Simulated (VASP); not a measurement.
# HfC (Fm-3m) in VASP: settings compared

Aim: see how the results for HfC move with the level of theory and the settings. Levels: LDA, PBE, PBEsol, RPBE, revPBE. Tasks: relaxation of cell and atoms.

All numbers are computed with VASP 6.6.1; they aren't measurements. Logs are shortened: lines on timing, memory, paths and dates and some standing lists are left out, and cuts for length are marked.

## (1) The cell of the first run

Symmetry: Fm-3m, No. 225, cubic system. The conventional cell has a = 4.650 Å, b = 4.650 Å, c = 4.650 Å, α = 90.00°, β = 90.00°, γ = 90.00°. Hf (site symmetry m-3m) has 6 C at 2.33 Å within 3.1 Å. Within 3.1 Å of C (site symmetry m-3m) lie 6 Hf at 2.33 Å.

## (2) Relaxation of cell and atoms, LDA

Contents of INCAR:

```
SYSTEM = HfC
  PREC = Accurate
  ENCUT = 600
  EDIFF = 1E-7
  ISMEAR = -1
  SIGMA = 0.05
  LREAL = .False.
  LASPH = .True.
  NELM = 80
  ALGO = Normal
  ISIF = 3
  LWAVE = .False.
  LCHARG = .False.
  IBRION = 2
  NSW = 60
  EDIFFG = -0.01
```

Contents of KPOINTS:

```
regular mesh
0
Gamma
  10 10 10
  0 0 0
```

Contents of POSCAR:

```
HfC
1.0
    0.0000000000      2.3250000000      2.3250000000
    2.3250000000      0.0000000000      2.3250000000
    2.3250000000      2.3250000000      0.0000000000
Hf C
1 1
Direct
    0.5000000000      0.5000000000      0.5000000000
    0.0000000000      0.0000000000      0.0000000000
```

Potentials or basis: VASP PAW LDA potentials, release 64 (Hf_pv, C).

On the command line:

```bash
cat potpaw_LDA.64/Hf_pv/POTCAR potpaw_LDA.64/C/POTCAR > POTCAR
mpirun -np 1 vasp_std > vasp.out
```

OUTCAR:

```text
SYSTEM = HfC
   PREC = Accurate
   ENCUT = 600
   EDIFF = 1E-7
   ISMEAR = -1
   LREAL = .False.
   LASPH = .True.
   NELM = 80
   ISIF = 3
   IBRION = 2
   NSW = 60
   EDIFFG = -0.01

 ion  position               nearest neighbor table
   1  0.500  0.500  0.500-   2 2.33   2 2.33   2 2.33   2 2.33   2 2.33   2 2.33
   2  0.000  0.000  0.000-   1 2.33   1 2.33   1 2.33   1 2.33   1 2.33   1 2.33

  LATTYP: Found a face centered cubic cell.
 ALAT       =     4.6500000000

  Lattice vectors:

 A1 = (   0.0000000000,   2.3250000000,   2.3250000000)
 A2 = (   2.3250000000,   0.0000000000,   2.3250000000)
 A3 = (   2.3250000000,   2.3250000000,   0.0000000000)

Analysis of symmetry for initial positions (statically):
=====================================================================
 Subroutine PRICEL returns:
 Original cell was already a primitive cell.

 Routine SETGRP: Setting up the symmetry group for a
 face centered cubic supercell.

 Subroutine GETGRP returns: Found 48 space group operations
 (whereof 48 operations were pure point group operations)
 out of a pool of 48 trial point group operations.

The static configuration has the point symmetry O_h .

Analysis of symmetry for dynamics (positions and initial velocities):
=====================================================================
 Subroutine PRICEL returns:
 Original cell was already a primitive cell.

 Routine SETGRP: Setting up the symmetry group for a
 face centered cubic supercell.

 Subroutine GETGRP returns: Found 48 space group operations
 (whereof 48 operations were pure point group operations)
 out of a pool of 48 trial point group operations.

The dynamic configuration has the point symmetry O_h .

 Subroutine INISYM returns: Found 48 space group operations
 (whereof 48 operations are pure point group operations),
 and found     1 'primitive' translations

----------------------------------------------------------------------------------------

                                     Primitive cell

  volume of cell :      25.1362

  direct lattice vectors                    reciprocal lattice vectors
     0.000000000  2.325000000  2.325000000    -0.215053763  0.215053763  0.215053763
     2.325000000  0.000000000  2.325000000     0.215053763 -0.215053763  0.215053763
     2.325000000  2.325000000  0.000000000     0.215053763  0.215053763 -0.215053763

  length of vectors
     3.288046533  3.288046533  3.288046533     0.372484045  0.372484045  0.372484045

  position of ions in fractional coordinates (direct lattice)
     0.500000000  0.500000000  0.500000000
     0.000000000  0.000000000  0.000000000

  ion indices of the primitive-cell ions
   primitive index   ion index
                 1           1
                 2           2

----------------------------------------------------------------------------------------

 KPOINTS: regular mesh

Automatic generation of k-mesh.
 Grid dimensions read from file:
 generate k-points for:   10   10   10

 Generating k-lattice:

  Cartesian coordinates                     Fractional coordinates (reciprocal lattice)
    -0.021505376  0.021505376  0.021505376     0.100000000  0.000000000  0.000000000
     0.021505376 -0.021505376  0.021505376     0.000000000  0.100000000  0.000000000
     0.021505376  0.021505376 -0.021505376     0.000000000  0.000000000  0.100000000

  Length of vectors
     0.037248404  0.037248404  0.037248404

  Shift w.r.t. Gamma in fractional coordinates (k-lattice)
     0.000000000  0.000000000  0.000000000

 Subroutine IBZKPT returns following result:
 ===========================================

 Found     47 irreducible k-points:

 Following reciprocal coordinates:
            Coordinates               Weight
  0.000000  0.000000  0.000000      1.000000
  0.100000  0.000000  0.000000      8.000000
  0.200000  0.000000  0.000000      8.000000
  0.300000  0.000000  0.000000      8.000000
  0.400000  0.000000  0.000000      8.000000
  0.500000  0.000000  0.000000      4.000000
[... 16 lines left out ...]
  0.300000  0.300000  0.000000      6.000000
  0.400000  0.300000  0.000000     24.000000
 [... further k-points ...]
   k-points           NKPTS =     47   k-points in BZ     NKDIM =     47   number of bands    NBANDS=     11
   number of dos      NEDOS =    301   number of ions     NIONS =      2
   total plane-waves  NPLWV =  21952
   dimension x,y,z NGX =    28 NGY =   28 NGZ =   28
   dimension x,y,z NGXF=    56 NGYF=   56 NGZF=   56
   ions per type =               1   1
   NGX,Y,Z   is equivalent  to a cutoff of  14.16, 14.16, 14.16 a.u.
   NGXF,Y,Z  is equivalent  to a cutoff of  28.31, 28.31, 28.31 a.u.
 SYSTEM =  HfC
   PREC   = accura    normal or accurate (medium, high low for compatibility)
   ISTART =      0    job   : 0-new  1-cont  2-samecut
   ICHARG =      2    charge: 1-file 2-atom 10-const
   ISPIN  =      1    spin polarized calculation?
   LNONCOLLINEAR =      F non collinear calculations
   LSORBIT =      F    spin-orbit coupling
   LASPH  =      T    aspherical Exc in radial PAW
   ENCUT  =  600.0 eV  44.10 Ry    6.64 a.u.   6.57  6.57  6.57*2*pi/ulx,y,z
   NELM   =     80;   NELMIN=  2; NELMDL= -5     # of ELM steps
   EDIFF  = 0.1E-06   stopping-criterion for ELM
   LREAL  =      F    real-space projection
   EDIFFG = -.1E-01   stopping-criterion for IOM
   NSW    =     60    number of steps for IOM
   IBRION =      2    ionic relax: 0-MD 1-quasi-New 2-CG
   NFREE  =      1    steps in history (QN), initial steepest desc. (CG)
   ISIF   =      3    stress and relaxation
   ISYM   =      2    0-nonsym 1-usesym 2-fastsym
   POTIM  = 0.5000    time-step for ionic-motion
   TEBEG  =    0.0;   TEEND  =   0.0 temperature during run
   PSTRESS=    0.0 pullay stress
   NELECT =      14.0000    total number of electrons
   NUPDOWN=      -1.0000    fix difference up-down
   EMIN   =  10.00;   EMAX   =-10.00  energy-range for DOS
   EFERMI =   0.00;   METHOD = LEGACY
   ISMEAR =    -1;   SIGMA  =   0.05  broadening in eV -4-tet -1-fermi 0-gaus
   EFERMI_NEDOS =   21; number of points for ismear=-14 and -15
   IALGO  =     38    algorithm
   IMIX   =      4    mixing-type and parameters
     AMIX     =   0.40;   BMIX     =  1.00
     AMIX_MAG =   1.60;   BMIX_MAG =  1.00
  volume/ion in A,a.u.               =      12.57        84.81
  Fermi-wavevector in a.u.,A,eV,Ry     =   1.346949  2.545365 24.684672  1.814272
  Thomas-Fermi vector in A             =   2.474740
   LORBIT       =      0    0 simple, 1 ext, 2 COOP (PROOUT), +10 PAW based schemes
   GGA     = CA    functional components
   LHFCALC =     F    Hartree Fock is set to
   AEXX    =    0.0000 exact exchange contribution
   IVDW    =     0    specifies the selected vdW correction
   LEPSILON=     F    determine dielectric tensor
   LRPA    =     F    only Hartree local field effects (RPA)
 conjugate gradient relaxation of ions
 non-spin polarized calculation
  energy-cutoff  :      600.00
  volume of cell :       25.14
 maximum number of plane-waves:       869
 NGX is ok and might be reduce to    28
   NGX = 13   NGY = 13   NGZ = 13

--------------------------------------- Ionic step        1  -------------------------------------------

 number of electron      14.0000000 magnetization

 Free energy of the ion-electron system (eV)
  ---------------------------------------------------
  ext. energy  EPLUGINS =         0.00000000
  ---------------------------------------------------
  free energy    TOTEN  =       -22.85067094 eV

  energy without entropy =      -22.84790899  energy(sigma->0) =      -22.84928997

------------------------ aborting loop because EDIFF is reached ----------------------------------------

  FORCE on cell =-STRESS in cart. coord.  units (eV):
  Direction    XX          YY          ZZ          XY          YZ          ZX
  --------------------------------------------------------------------------------------
  -------------------------------------------------------------------------------------
  Total       -1.8296052     -1.8296052     -1.8296052     -0.0000000     -0.0000000      0.0000000
  in kB     -116.6189421   -116.6189421   -116.6189421     -0.0000000     -0.0000000      0.0000000
  external PRESSURE =    -116.6189421 kB  Pullay stress =       0.0000000 kB

 VOLUME and BASIS-vectors are now :
 -----------------------------------------------------------------------------
  energy-cutoff  :      600.00
  volume of cell :       25.14
      direct lattice vectors                 reciprocal lattice vectors
     0.000000000  2.325000000  2.325000000    -0.215053763  0.215053763  0.215053763
     2.325000000  0.000000000  2.325000000     0.215053763 -0.215053763  0.215053763
     2.325000000  2.325000000  0.000000000     0.215053763  0.215053763 -0.215053763
[... 73 lines left out ...]
 POSITION                                       TOTAL-FORCE (eV/Angst)
 -----------------------------------------------------------------------------------
      2.28892      2.28892      2.28892         0.000000      0.000000      0.000000
      0.00000      0.00000      0.00000         0.000000     -0.000000     -0.000000
 -----------------------------------------------------------------------------------
    total drift:                                0.000000      0.000000      0.000000

  FREE ENERGIE OF THE ION-ELECTRON SYSTEM (eV)
  ---------------------------------------------------
  free  energy   TOTEN  =       -22.8954907575 eV

  energy  without entropy=      -22.8928461153  energy(sigma->0) =      -22.89416844

--------------------------------------- Ionic step        4  -------------------------------------------

 number of electron      13.9999999 magnetization

 Free energy of the ion-electron system (eV)
  ---------------------------------------------------
  ext. energy  EPLUGINS =         0.00000000
  ---------------------------------------------------
  free energy    TOTEN  =       -22.89552473 eV

  energy without entropy =      -22.89288281  energy(sigma->0) =      -22.89420377

 E-fermi :   6.2537     XC(G=0): -12.7233

 val. band max:        6.2370338127   @ k =   0.5000   0.5000   0.0000
 cond. band min:       6.3645747810   @ k =   0.1000   0.1000   0.0000
 fundamental gap:      0.1275409683
 Fermi energy:         6.2536747962

 k-point     1 :       0.0000    0.0000    0.0000
  band No.  band energies     occupation
      1     -22.9369      2.00000
      2     -22.9369      2.00000
      3     -22.9369      2.00000
      4      -6.1514      2.00000
      5       7.2825      0.00000
      6       7.2825      0.00000
      7       7.2825      0.00000
      8       7.5468      0.00000
      9       7.5468      0.00000
     10       7.5468      0.00000
     11       9.7057      0.00000

 k-point     2 :       0.1000    0.0000    0.0000
  band No.  band energies     occupation
      1     -23.0223      2.00000
      2     -22.9449      2.00000
      3     -22.9449      2.00000
      4      -5.8785      2.00000
      5       5.8406      1.99948
      6       6.2186      1.33696
      7       6.2186      1.33696
      8       7.9863      0.00000
      9       7.9863      0.00000
     10       8.4133      0.00000
     11      10.8800      0.00000
[... 295 lines left out ...]
 k-point    24 :       0.4000    0.3000    0.0000
  band No.  band energies     occupation
      1     -23.5390      2.00000
      2     -23.1782      2.00000
      3     -23.1526      2.00000
      4      -3.9550      2.00000
      5       2.4902      2.00000
      6       4.3098      2.00000
      7       5.5389      2.00000
      8       6.4374      0.04946
      9      11.8170      0.00000
     10      12.8728      0.00000
     11      13.0079      0.00000

 [... further k-points ...]
[... 5 lines left out ...]
  --------------------------------------------------------------------------------------
  -------------------------------------------------------------------------------------
  Total       -0.0054520     -0.0054520     -0.0054520      0.0000000      0.0000000      0.0000000
  in kB       -0.3646259     -0.3646259     -0.3646259      0.0000000      0.0000000      0.0000000
  external PRESSURE =      -0.3646259 kB  Pullay stress =       0.0000000 kB

 VOLUME and BASIS-vectors are now :
 -----------------------------------------------------------------------------
  energy-cutoff  :      600.00
  volume of cell :       23.96
      direct lattice vectors                 reciprocal lattice vectors
     0.000000000  2.288030878  2.288030878    -0.218528519  0.218528519  0.218528519
     2.288030878 -0.000000000  2.288030878     0.218528519 -0.218528519  0.218528519
     2.288030878  2.288030878 -0.000000000     0.218528519  0.218528519 -0.218528519

 POSITION                                       TOTAL-FORCE (eV/Angst)
 -----------------------------------------------------------------------------------
      2.28803      2.28803      2.28803         0.000000     -0.000000      0.000000
      4.57606      2.28803      2.28803        -0.000000      0.000000     -0.000000
 -----------------------------------------------------------------------------------
    total drift:                                0.000000      0.000000      0.000000

  FREE ENERGIE OF THE ION-ELECTRON SYSTEM (eV)
  ---------------------------------------------------
  free  energy   TOTEN  =       -22.8955247336 eV

  energy  without entropy=      -22.8928828064  energy(sigma->0) =      -22.89420377

 reached required accuracy - stopping structural energy minimisation
```

It took 27 s on 1 thread of Intel Xeon 6975P-C (Granite Rapids), shared host; peak memory 0.16 GiB.

What came out:

| Property | Result |
| --- | --- |
| Free energy | -22.8955 eV |
| Relaxed volume | 11.98 Å³/atom |
| Relaxed cell | a = 3.236 Å, b = 3.236 Å, c = 3.236 Å, α = 60.00°, β = 60.00°, γ = 60.00° |
| Space group after relaxing (to 0.05 Å) | Fm-3m (No. 225) |
| Energy gained by relaxing | 22.4 meV/atom |
| Ionic steps | 4 |
| Pressure after relaxing | 0.0 GPa |
| Band gap on the k mesh | zero (band 7 reaches 7.28 eV, above the bottom of band 8 at 5.86 eV) |

Step by step:
```tsv
step	energy change (eV)	largest force (eV/Å)	pressure (GPa)	volume (Å³)
1	0.0000	0.0000	-11.66	25.14
2	0.1157	0.0000	27.68	21.95
3	-0.0448	0.0000	-0.35	23.98
4	-0.0449	0.0000	-0.04	23.96
```

Final structure:
```
CELL_PARAMETERS angstrom
0.00000 2.28803 2.28803
2.28803 0.00000 2.28803
2.28803 2.28803 0.00000
ATOMIC_POSITIONS crystal
Hf 0.50000 0.50000 0.50000
C 0.00000 0.00000 0.00000
```

Levels at points of the mesh, in eV from the Fermi level:
```csv
k point,band 3,band 4,band 5,band 6,band 7,band 8,band 9,band 10,band 11
"(0.00, 0.00, 0.00)",-29.19,-12.41,1.03,1.03,1.03,1.29,1.29,1.29,3.45
"(0.50, 0.00, 0.00)",-29.27,-8.28,-6.37,-3.18,-3.18,5.47,5.47,5.99,6.86
"(0.50, 0.50, 0.00)",-29.47,-10.47,-2.46,-2.02,-0.02,-0.02,5.51,7.00,7.00
```

Caveat: spin-orbit coupling is left out, which moves the levels of the heavy elements.

## (3) Relaxation of cell and atoms, PBE

Contents of INCAR:

```
PREC     = Accurate       # precision mode
ENCUT    = 600            # plane-wave cutoff, eV
EDIFF    = 1E-7           # SCF threshold, eV
ISMEAR   = -1             # smearing method
SIGMA    = 0.05           # smearing width, eV
LREAL    = F              # projectors in reciprocal space
LASPH    = T              # aspherical terms in the spheres
NELM     = 60             # most SCF steps
ALGO     = Normal         # electronic algorithm
ISIF     = 3              # what is computed and relaxed
LWAVE    = F              # write WAVECAR
LCHARG   = F              # write CHGCAR
GGA      = PE             # functional
IBRION   = 2              # ionic algorithm
NSW      = 60             # ionic steps
EDIFFG   = -0.01          # ionic threshold
```

Contents of KPOINTS:

```
Automatic mesh
0
Gamma
  10 10 10
```

POSCAR is that of step 2.

Potentials or basis: VASP PAW PBE potentials, release 64 (Hf_pv, C).

On the command line:

```bash
cat potpaw_PBE.64/Hf_pv/POTCAR potpaw_PBE.64/C/POTCAR > POTCAR
mpirun -np 1 vasp_std > vasp.out
```

OUTCAR:

```text
PREC = Accurate
   ENCUT = 600
   EDIFF = 1E-7
   ISMEAR = -1
   LREAL = F
   LASPH = T
   NELM = 60
   ISIF = 3
   GGA = PE
   IBRION = 2
   NSW = 60
   EDIFFG = -0.01

 ion  position               nearest neighbor table
   1  0.500  0.500  0.500-   2 2.33   2 2.33   2 2.33   2 2.33   2 2.33   2 2.33
   2  0.000  0.000  0.000-   1 2.33   1 2.33   1 2.33   1 2.33   1 2.33   1 2.33

  LATTYP: Found a face centered cubic cell.
 ALAT       =     4.6500000000

  Lattice vectors:

 A1 = (   0.0000000000,   2.3250000000,   2.3250000000)
 A2 = (   2.3250000000,   0.0000000000,   2.3250000000)
 A3 = (   2.3250000000,   2.3250000000,   0.0000000000)

Analysis of symmetry for initial positions (statically):
=====================================================================
 Subroutine PRICEL returns:
 Original cell was already a primitive cell.

 Routine SETGRP: Setting up the symmetry group for a
 face centered cubic supercell.
[... 255 lines left out ...]
 Fermi energy:         5.9970526909

 k-point     1 :       0.0000    0.0000    0.0000
  band No.  band energies     occupation
      1     -23.5916      2.00000
      2     -23.5916      2.00000
      3     -23.5916      2.00000
      4      -6.3514      2.00000
      5       6.9695      0.00000
      6       6.9695      0.00000
      7       6.9695      0.00000
      8       7.3618      0.00000
      9       7.3618      0.00000
     10       7.3618      0.00000
     11       9.3671      0.00000
[... 309 lines left out ...]
 k-point    24 :       0.4000    0.3000    0.0000
  band No.  band energies     occupation
      1     -24.0855      2.00000
      2     -23.7902      2.00000
      3     -23.7694      2.00000
      4      -4.2635      2.00000
      5       2.2500      2.00000
      6       4.1649      2.00000
      7       5.2570      2.00000
      8       6.1815      0.04878
      9      11.3465      0.00000
     10      12.3683      0.00000
     11      12.4972      0.00000

 [... further k-points ...]
[... 5 lines left out ...]
  --------------------------------------------------------------------------------------
  -------------------------------------------------------------------------------------
  Total        0.0015675      0.0015675      0.0015675     -0.0000000      0.0000000     -0.0000000
  in kB        0.1001287      0.1001287      0.1001287     -0.0000000      0.0000000     -0.0000000
  external PRESSURE =       0.1001287 kB  Pullay stress =       0.0000000 kB
[... 17 lines left out ...]
  FREE ENERGIE OF THE ION-ELECTRON SYSTEM (eV)
  ---------------------------------------------------
  free  energy   TOTEN  =       -21.0455029912 eV

  energy  without entropy=      -21.0427161627  energy(sigma->0) =      -21.04410958

 reached required accuracy - stopping structural energy minimisation
```

It took 20 s on 1 thread of Intel Xeon 6975P-C (Granite Rapids), shared host; peak memory 0.16 GiB.

What came out:

```
Free energy                            : -21.0455 eV
Relaxed volume                         : 12.54 Å³/atom
Relaxed cell                           : a = 3.286 Å, b = 3.286 Å, c = 3.286 Å, α = 60.00°, β = 60.00°, γ = 60.00°
Space group after relaxing (to 0.05 Å) : Fm-3m (No. 225)
Energy gained by relaxing              : 0.0 meV/atom
Ionic steps                            : 3
Pressure after relaxing                : 0.0 GPa
Band gap on the k mesh                 : zero (band 7 reaches 6.97 eV, above the bottom of band 8 at 5.56 eV)
```

Final structure:
```
Hf C
1.0
     0.00000    2.32334    2.32334
     2.32334    0.00000    2.32334
     2.32334    2.32334    0.00000
Hf C
1 1
Direct
  0.50000 0.50000 0.50000
  0.00000 0.00000 0.00000
```

Caveat: spin-orbit coupling is left out, which moves the levels of the heavy elements.

[end of part 1 of 2]
